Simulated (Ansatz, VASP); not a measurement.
## One calculation of Cr, two programs

```
Cr
1.0
     0.00000    1.84923    1.84923
     1.84923    0.00000    1.84923
     1.84923    1.84923    0.00000
Cr
1
Direct
  0.00000 0.00000 0.00000
```

Alike in both runs: task single point; functional RPBE; k mesh 17 × 17 × 17; occupations fermi-dirac, width 0.1 eV; no spin polarisation.

```csv
,VASP,Ansatz
version,VASP 6.6.1,Ansatz 0.2.0
potentials or method,"VASP PAW PBE potentials, release 64 (Cr_pv), cutoff 520 eV","plane waves (420 eV) with PAW, scalar-relativistic"
valence electrons in the cell,12,14
```

```tsv
	VASP	Ansatz	Ansatz less VASP
pressure (GPa)	-8.4	-8.1	+0.30
```

VASP's potentials were made for PBE, not for RPBE. VASP's potentials hold 12 valence electrons a cell and Ansatz's 14, so a difference there can come from the potentials and not from the codes.
